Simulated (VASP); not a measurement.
# C in VASP: settings compared, part 2 of 2

VASP 6.6.1. The steps go on from the part before.

## (4) Single point, PBE

This run uses another cell than the first one, of 22.27 Å³/atom, 0.962 times its volume.

Contents of INCAR:

```
SYSTEM = C
  ALGO = Normal
  EDIFF = 1E-6
  ENCUT = 520
  GGA = PE
  ISIF = 2
  ISMEAR = -1
  LASPH = .True.
  LCHARG = .False.
  LREAL = .False.
  LWAVE = .False.
  NBANDS = 11
  NELM = 80
  PREC = Accurate
  SIGMA = 0.05
```

Contents of KPOINTS:

```
k-points
0
Gamma
  12 12 3
  0 0 0
```

Contents of POSCAR:

```
C
1.0
    2.4561701622      0.0000000000      0.0000000000
   -1.2280850811      2.1271057565      0.0000000000
    0.0000000000      0.0000000000      8.5238033600
C
2
Direct
    0.6666666667      0.3333333333      0.0000000000
    0.3333333333      0.6666666667      0.0000000000
```

Potentials or basis: VASP PAW PBE potentials, release 64 (C).

Launch:

```
$ cat potpaw_PBE.64/C/POTCAR > POTCAR
$ mpirun -np 1 vasp_std > vasp.out
```

OUTCAR:

```text
SYSTEM = C
   EDIFF = 1E-6
   ENCUT = 520
   GGA = PE
   ISIF = 2
   ISMEAR = -1
   LASPH = .True.
   LREAL = .False.
   NELM = 80
   PREC = Accurate

 ion  position               nearest neighbor table
   1  0.667  0.333  0.000-   2 1.42   2 1.42   2 1.42
   2  0.333  0.667  0.000-   1 1.42   1 1.42   1 1.42

  LATTYP: Found a hexagonal cell.
 ALAT       =     2.4561701622
 C/A-ratio  =     3.4703635323

  Lattice vectors:

 A1 = (   2.4561701622,   0.0000000000,   0.0000000000)
 A2 = (  -1.2280850811,   2.1271057565,   0.0000000000)
 A3 = (   0.0000000000,   0.0000000000,   8.5238033600)

Analysis of symmetry for initial positions (statically):
=====================================================================
 Subroutine PRICEL returns:
 Original cell was already a primitive cell.

 Routine SETGRP: Setting up the symmetry group for a
 hexagonal supercell.

 Subroutine GETGRP returns: Found 24 space group operations
 (whereof 24 operations were pure point group operations)
 out of a pool of 24 trial point group operations.

The static configuration has the point symmetry D_6h.

Analysis of symmetry for dynamics (positions and initial velocities):
=====================================================================
 Subroutine PRICEL returns:
 Original cell was already a primitive cell.

 Routine SETGRP: Setting up the symmetry group for a
 hexagonal supercell.

 Subroutine GETGRP returns: Found 24 space group operations
 (whereof 24 operations were pure point group operations)
 out of a pool of 24 trial point group operations.

The dynamic configuration has the point symmetry D_6h.

 Subroutine INISYM returns: Found 24 space group operations
 (whereof 24 operations are pure point group operations),
 and found     1 'primitive' translations

----------------------------------------------------------------------------------------

                                     Primitive cell

  volume of cell :      44.5329

  direct lattice vectors                    reciprocal lattice vectors
     2.456170162  0.000000000  0.000000000     0.407137916  0.235061185  0.000000000
    -1.228085081  2.127105756  0.000000000     0.000000000  0.470122370  0.000000000
     0.000000000  0.000000000  8.523803360     0.000000000  0.000000000  0.117318521

  length of vectors
     2.456170162  2.456170162  8.523803360     0.470122370  0.470122370  0.117318521

  position of ions in fractional coordinates (direct lattice)
     0.666666667  0.333333333  0.000000000
     0.333333333  0.666666667  0.000000000

  ion indices of the primitive-cell ions
   primitive index   ion index
                 1           1
                 2           2

----------------------------------------------------------------------------------------

 KPOINTS: k-points

Automatic generation of k-mesh.
 Grid dimensions read from file:
 generate k-points for:   12   12    3

 Generating k-lattice:

  Cartesian coordinates                     Fractional coordinates (reciprocal lattice)
     0.033928160  0.019588432  0.000000000     0.083333333 -0.000000000  0.000000000
     0.000000000  0.039176864  0.000000000     0.000000000  0.083333333  0.000000000
     0.000000000  0.000000000  0.039106174     0.000000000  0.000000000  0.333333333

  Length of vectors
     0.039176864  0.039176864  0.039106174

  Shift w.r.t. Gamma in fractional coordinates (k-lattice)
     0.000000000  0.000000000  0.000000000

 Subroutine IBZKPT returns following result:
 ===========================================

 Found     38 irreducible k-points:

 Following reciprocal coordinates:
            Coordinates               Weight
  0.000000  0.000000  0.000000      1.000000
  0.083333  0.000000  0.000000      6.000000
  0.166667 -0.000000  0.000000      6.000000
  0.250000 -0.000000  0.000000      6.000000
  0.333333 -0.000000  0.000000      6.000000
  0.416667  0.000000  0.000000      6.000000
[... 16 lines left out ...]
  0.250000 -0.000000  0.333333     12.000000
  0.333333 -0.000000  0.333333     12.000000
 [... further k-points ...]
   k-points           NKPTS =     38   k-points in BZ     NKDIM =     38   number of bands    NBANDS=     11
   number of dos      NEDOS =    301   number of ions     NIONS =      2
   total plane-waves  NPLWV =  20736
   dimension x,y,z NGX =    18 NGY =   18 NGZ =   64
   dimension x,y,z NGXF=    36 NGYF=   36 NGZF=  128
   ions per type =               2
   NGX,Y,Z   is equivalent  to a cutoff of  12.18, 12.18, 12.48 a.u.
   NGXF,Y,Z  is equivalent  to a cutoff of  24.37, 24.37, 24.96 a.u.
 SYSTEM =  C
   PREC   = accura    normal or accurate (medium, high low for compatibility)
   ISTART =      0    job   : 0-new  1-cont  2-samecut
   ICHARG =      2    charge: 1-file 2-atom 10-const
   ISPIN  =      1    spin polarized calculation?
   LNONCOLLINEAR =      F non collinear calculations
   LSORBIT =      F    spin-orbit coupling
   LASPH  =      T    aspherical Exc in radial PAW
   ENCUT  =  520.0 eV  38.22 Ry    6.18 a.u.   4.57  4.57 15.85*2*pi/ulx,y,z
   NELM   =     80;   NELMIN=  2; NELMDL= -5     # of ELM steps
   EDIFF  = 0.1E-05   stopping-criterion for ELM
   LREAL  =      F    real-space projection
   EDIFFG = 0.1E-04   stopping-criterion for IOM
   NSW    =      0    number of steps for IOM
   IBRION =     -1    ionic relax: 0-MD 1-quasi-New 2-CG
   NFREE  =      0    steps in history (QN), initial steepest desc. (CG)
   ISIF   =      2    stress and relaxation
   ISYM   =      2    0-nonsym 1-usesym 2-fastsym
   POTIM  = 0.5000    time-step for ionic-motion
   TEBEG  =    0.0;   TEEND  =   0.0 temperature during run
   PSTRESS=    0.0 pullay stress
   NELECT =       8.0000    total number of electrons
   NUPDOWN=      -1.0000    fix difference up-down
   EMIN   =  10.00;   EMAX   =-10.00  energy-range for DOS
   EFERMI =   0.00;   METHOD = LEGACY
   ISMEAR =    -1;   SIGMA  =   0.05  broadening in eV -4-tet -1-fermi 0-gaus
   EFERMI_NEDOS =   21; number of points for ismear=-14 and -15
   IALGO  =     38    algorithm
   IMIX   =      4    mixing-type and parameters
     AMIX     =   0.40;   BMIX     =  1.00
     AMIX_MAG =   1.60;   BMIX_MAG =  1.00
  volume/ion in A,a.u.               =      22.27       150.26
  Fermi-wavevector in a.u.,A,eV,Ry     =   0.923729  1.745594 11.609511  0.853275
  Thomas-Fermi vector in A             =   2.049397
   LORBIT       =      0    0 simple, 1 ext, 2 COOP (PROOUT), +10 PAW based schemes
   GGA     = PE    functional components
   LHFCALC =     F    Hartree Fock is set to
   AEXX    =    0.0000 exact exchange contribution
   IVDW    =     0    specifies the selected vdW correction
   LEPSILON=     F    determine dielectric tensor
   LRPA    =     F    only Hartree local field effects (RPA)
 non-spin polarized calculation
  energy-cutoff  :      520.00
  volume of cell :       44.53
 maximum number of plane-waves:      1223
   NGX =  9   NGY =  9   NGZ = 31

 number of electron       7.9999997 magnetization

 Free energy of the ion-electron system (eV)
  ---------------------------------------------------
  ext. energy  EPLUGINS =         0.00000000
  ---------------------------------------------------
  free energy    TOTEN  =       -18.44283073 eV

  energy without entropy =      -18.44090532  energy(sigma->0) =      -18.44186802

 E-fermi :  -0.6711     XC(G=0):  -4.9923

 val. band max:       -0.6711387897   @ k =   0.3333   0.3333   0.3333
 cond. band min:      -0.6710925204   @ k =   0.3333   0.3333   0.0000
 fundamental gap:      0.0000462693
 Fermi energy:        -0.6711233669

 k-point     1 :       0.0000    0.0000    0.0000
  band No.  band energies     occupation
      1     -20.2900      2.00000
      2      -8.3691      2.00000
      3      -3.7125      2.00000
      4      -3.7125      2.00000
      5       2.2791      0.00000
      6       4.5968      0.00000
      7       6.2886      0.00000
      8       7.7127      0.00000
      9       7.7127      0.00000
     10      10.8993      0.00000
     11      12.0921      0.00000
[... 309 lines left out ...]
 k-point    24 :       0.3333   -0.0000    0.3333
  band No.  band energies     occupation
      1     -17.6868      2.00000
      2     -10.3427      2.00000
      3      -6.4859      2.00000
      4      -5.3455      2.00000
      5       4.2823      0.00000
      6       6.1997      0.00000
      7       7.0640      0.00000
      8       7.2631      0.00000
      9      11.0747      0.00000
     10      14.2217      0.00000
     11      15.2741      0.00000

 [... further k-points ...]
[... 5 lines left out ...]
  --------------------------------------------------------------------------------------
  -------------------------------------------------------------------------------------
  Total        0.6635464      0.6635464     -0.0094449     -0.0000000      0.0000000      0.0000000
  in kB       23.8726666     23.8726666     -0.3398013     -0.0000000      0.0000000      0.0000000
  external PRESSURE =      15.8018440 kB  Pullay stress =       0.0000000 kB

 VOLUME and BASIS-vectors are now :
 -----------------------------------------------------------------------------
  energy-cutoff  :      520.00
  volume of cell :       44.53
      direct lattice vectors                 reciprocal lattice vectors
     2.456170162  0.000000000  0.000000000     0.407137916  0.235061185  0.000000000
    -1.228085081  2.127105756  0.000000000     0.000000000  0.470122370  0.000000000
     0.000000000  0.000000000  8.523803360     0.000000000  0.000000000  0.117318521

 POSITION                                       TOTAL-FORCE (eV/Angst)
 -----------------------------------------------------------------------------------
      1.22809      0.70904      0.00000        -0.000000      0.000000     -0.000000
     -0.00000      1.41807      0.00000         0.000000      0.000000      0.000000
 -----------------------------------------------------------------------------------
    total drift:                                0.000000     -0.000000      0.000000

  FREE ENERGIE OF THE ION-ELECTRON SYSTEM (eV)
  ---------------------------------------------------
  free  energy   TOTEN  =       -18.4428307283 eV

  energy  without entropy=      -18.4409053195  energy(sigma->0) =      -18.44186802
```

stdout:

```text
POSCAR found type information on POSCAR C
 POSCAR found :  1 types and       2 ions
 scaLAPACK will be used
 LDA part: xc-table for (Slater+PW92), standard interpolation
 POSCAR, INCAR and KPOINTS ok, starting setup
 FFT: planning ... GRIDC
 FFT: planning ... GRID_SOFT
 FFT: planning ... GRID
 WAVECAR not read
 entering main loop
```

Wall time 9.8 s (1 thread of AMD EPYC 9R14 (Zen 4), shared host); peak memory 0.12 GiB.

What came out:

```yaml
Free_energy: -18.4428 eV
Band_gap_on_the_k_mesh: zero (filled and empty bands touch)
```

## (5) Single point, PBE (atoms moved at random)

Contents of INCAR:

```
SYSTEM = C
PREC = Accurate
ENCUT = 520
EDIFF = 1E-6
ISMEAR = -1
SIGMA = 0.05
LREAL = .FALSE.
LASPH = .TRUE.
NELM = 60
ALGO = Normal
ISIF = 2
LWAVE = .FALSE.
LCHARG = .FALSE.
GGA = PE
NBANDS = 11
```

Contents of KPOINTS:

```
Automatic mesh
0
G
  12 12 3
  0 0 0
```

Contents of POSCAR:

```
C
1.0
    2.4561701622      0.0000000000      0.0000000000
   -1.2280850811      2.1271057565      0.0000000000
    0.0000000000      0.0000000000      8.5238033600
C
2
Direct
    0.6562970000      0.3347220000     -0.0005970000
    0.3241040000      0.6627440000     -0.0010040000
```

Potentials or basis: VASP PAW PBE potentials, release 64 (C).

Launch:

```
$ cat potpaw_PBE.64/C/POTCAR > POTCAR
$ mpirun -np 1 vasp_std > vasp.out
```

OUTCAR:

```text
SYSTEM = C
   PREC = Accurate
   ENCUT = 520
   EDIFF = 1E-6
   ISMEAR = -1
   LREAL = .FALSE.
   LASPH = .TRUE.
   NELM = 60
   ISIF = 2
   GGA = PE

 ion  position               nearest neighbor table
   1  0.656  0.335  0.999-   2 1.40   2 1.42   2 1.43
   2  0.324  0.663  0.999-   1 1.40   1 1.42   1 1.43

  LATTYP: Found a hexagonal cell.
 ALAT       =     2.4561701622
 C/A-ratio  =     3.4703635323

  Lattice vectors:

 A1 = (   2.4561701622,   0.0000000000,   0.0000000000)
 A2 = (  -1.2280850811,   2.1271057565,   0.0000000000)
 A3 = (   0.0000000000,   0.0000000000,   8.5238033600)

Analysis of symmetry for initial positions (statically):
=====================================================================
 Subroutine PRICEL returns:
 Original cell was already a primitive cell.

 Routine SETGRP: Setting up the symmetry group for a
 hexagonal supercell.

 Subroutine GETGRP returns: Found  2 space group operations
 (whereof  1 operations were pure point group operations)
 out of a pool of 24 trial point group operations.

The static configuration has the point symmetry C_1 .
 The point group associated with its full space group is S_2 .

Analysis of symmetry for dynamics (positions and initial velocities):
=====================================================================
 Subroutine PRICEL returns:
 Original cell was already a primitive cell.

 Routine SETGRP: Setting up the symmetry group for a
 hexagonal supercell.

 Subroutine GETGRP returns: Found  2 space group operations
 (whereof  1 operations were pure point group operations)
 out of a pool of 24 trial point group operations.

The dynamic configuration has the point symmetry C_1 .
 The point group associated with its full space group is S_2 .

 Subroutine INISYM returns: Found  2 space group operations
 (whereof  1 operations are pure point group operations),
 and found     1 'primitive' translations

----------------------------------------------------------------------------------------
[... 115 lines left out ...]
  Fermi-wavevector in a.u.,A,eV,Ry     =   0.923729  1.745594 11.609511  0.853275
  Thomas-Fermi vector in A             =   2.049397
   LORBIT       =      0    0 simple, 1 ext, 2 COOP (PROOUT), +10 PAW based schemes
   GGA     = PE    functional components
   LHFCALC =     F    Hartree Fock is set to
   AEXX    =    0.0000 exact exchange contribution
   IVDW    =     0    specifies the selected vdW correction
   LEPSILON=     F    determine dielectric tensor
   LRPA    =     F    only Hartree local field effects (RPA)
 non-spin polarized calculation
  energy-cutoff  :      520.00
  volume of cell :       44.53
 maximum number of plane-waves:      1223
   NGX =  9   NGY =  9   NGZ = 31

 number of electron       8.0000000 magnetization

 Free energy of the ion-electron system (eV)
  ---------------------------------------------------
  ext. energy  EPLUGINS =         0.00000000
  ---------------------------------------------------
  free energy    TOTEN  =       -18.43775522 eV

  energy without entropy =      -18.43672467  energy(sigma->0) =      -18.43723995

 E-fermi :  -0.6708     XC(G=0):  -4.9920

 val. band max:       -0.7693776775   @ k =   0.3333   0.3333   0.0000
 cond. band min:      -0.5721109751   @ k =   0.3333   0.3333   0.3333
 fundamental gap:      0.1972667025
 Fermi energy:        -0.6707512017

 k-point     1 :       0.0000    0.0000    0.0000
  band No.  band energies     occupation
      1     -20.2898      2.00000
      2      -8.3693      2.00000
      3      -3.9302      2.00000
      4      -3.4907      2.00000
      5       2.2792      0.00000
      6       4.5966      0.00000
      7       6.2888      0.00000
      8       7.4251      0.00000
      9       8.0001      0.00000
     10      10.9014      0.00000
     11      12.0949      0.00000
[... 309 lines left out ...]
 k-point    24 :      -0.0833    0.2500    0.0000
  band No.  band energies     occupation
      1     -19.1395      2.00000
      2      -7.0868      2.00000
      3      -7.0061      2.00000
      4      -5.7943      2.00000
      5       3.8562      0.00000
      6       6.1166      0.00000
      7       7.5338      0.00000
      8       7.7503      0.00000
      9       8.2878      0.00000
     10      10.9411      0.00000
     11      14.1827      0.00000

 [... further k-points ...]
[... 5 lines left out ...]
  --------------------------------------------------------------------------------------
  -------------------------------------------------------------------------------------
  Total        0.7349621      0.6218522     -0.0099140     -0.0490026     -0.0018539      0.0015882
  in kB       26.4420179     22.3726192     -0.3566783     -1.7629849     -0.0666993      0.0571381
  external PRESSURE =      16.1526529 kB  Pullay stress =       0.0000000 kB

 VOLUME and BASIS-vectors are now :
 -----------------------------------------------------------------------------
  energy-cutoff  :      520.00
  volume of cell :       44.53
      direct lattice vectors                 reciprocal lattice vectors
     2.456170162  0.000000000  0.000000000     0.407137916  0.235061185  0.000000000
    -1.228085081  2.127105756  0.000000000     0.000000000  0.470122370  0.000000000
     0.000000000  0.000000000  8.523803360     0.000000000  0.000000000  0.117318521

 POSITION                                       TOTAL-FORCE (eV/Angst)
 -----------------------------------------------------------------------------------
      1.20091      0.71199      8.51871         0.453908     -0.534863     -0.057904
     -0.01785      1.40973      8.51525        -0.453908      0.534863      0.057904
 -----------------------------------------------------------------------------------
    total drift:                                0.000014      0.000006      0.000006

  FREE ENERGIE OF THE ION-ELECTRON SYSTEM (eV)
  ---------------------------------------------------
  free  energy   TOTEN  =       -18.4377552219 eV

  energy  without entropy=      -18.4367246747  energy(sigma->0) =      -18.43723995
```

OSZICAR:

```text
N       E                     dE             d eps       ncg     rms          rms(c)
DAV:   1     0.240543713165E+02    0.24054E+02   -0.36379E+03  4815   0.582E+02
DAV:   2    -0.178325602446E+02   -0.41887E+02   -0.39244E+02  6233   0.130E+02
DAV:   3    -0.197415253098E+02   -0.19090E+01   -0.19025E+01  6031   0.273E+01
DAV:   4    -0.197594815621E+02   -0.17956E-01   -0.17949E-01  6549   0.322E+00
DAV:   5    -0.197596180360E+02   -0.13647E-03   -0.13646E-03  6176   0.244E-01    0.641E+00
DAV:   6    -0.188133099917E+02    0.94631E+00   -0.75845E-01  5527   0.504E+00    0.376E+00
DAV:   7    -0.184458975170E+02    0.36741E+00   -0.10254E+00  5832   0.581E+00    0.101E+00
DAV:   8    -0.184375883322E+02    0.83092E-02   -0.25589E-02  5835   0.940E-01    0.171E-01
DAV:   9    -0.184369285294E+02    0.65980E-03   -0.50053E-04  5661   0.141E-01    0.117E-01
DAV:  10    -0.184362380128E+02    0.69052E-03   -0.44403E-03  5169   0.269E-01    0.782E-02
DAV:  11    -0.184371979051E+02   -0.95989E-03   -0.16678E-04  5144   0.744E-02    0.357E-02
DAV:  12    -0.184376795853E+02   -0.48168E-03   -0.79448E-05  5141   0.557E-02    0.143E-02
DAV:  13    -0.184377367797E+02   -0.57194E-04   -0.41541E-06  4946   0.142E-02    0.428E-03
DAV:  14    -0.184377547642E+02   -0.17984E-04   -0.84388E-07  5293   0.506E-03    0.576E-04
DAV:  15    -0.184377552219E+02   -0.45763E-06   -0.59893E-08  5418   0.147E-03
   1 F= -.18437755E+02 E0= -.18437240E+02  d E =-.103055E-02
```

stdout:

```text
POSCAR found type information on POSCAR C
 POSCAR found :  1 types and       2 ions
 scaLAPACK will be used
 LDA part: xc-table for (Slater+PW92), standard interpolation
 POSCAR, INCAR and KPOINTS ok, starting setup
 FFT: planning ... GRIDC
 FFT: planning ... GRID_SOFT
 FFT: planning ... GRID
 WAVECAR not read
 entering main loop
```

Run time: 47 s. Hardware: 1 thread of AMD EPYC 9R14 (Zen 4), shared host; peak memory 0.18 GiB.

What came out:

- Free energy: -18.4378 eV
- Largest force: 0.704 eV/Å
- Band gap on the k mesh: 0.20 eV, direct

Forces in eV/Å, atoms in the order of the input:
```
C    0.454 -0.535 -0.058
C   -0.454  0.535  0.058
```

Caveat: the cell differs from its parent crystal (atoms moved at random).

## (6) The runs side by side

```tsv
level	cell	k mesh	grid for exact exchange (PRECFOCK)	gap on the mesh (eV)
PBE0	a = 2.488, b = 2.488, c = 8.636 Å, angles 90.0, 90.0, 120.0°, 2 atoms	6 × 6 × 2	Normal	none
PBE0	a = 2.504, b = 2.504, c = 8.691 Å, angles 90.0, 90.0, 120.0°, 2 atoms	6 × 6 × 2	Normal	none
PBE	a = 2.456, b = 2.456, c = 8.524 Å, angles 90.0, 90.0, 120.0°, 2 atoms	12 × 12 × 3	-	0.20
```

Some of these runs hold the atoms at other places in the same cell, which the table doesn't show; runs alike in all that it shows share one row.

Alike in all rows: task single point; potentials or basis VASP PAW PBE potentials, release 64 (C); no spin polarisation; cutoff (eV) 520; smearing fermi-dirac 0.05 eV.

Caveats: some runs use coarse meshes; the PAW data sets were made with another functional, which shifts forces and pressure a little (some runs).

Absolute energies hang on the potentials; compare differences alone.
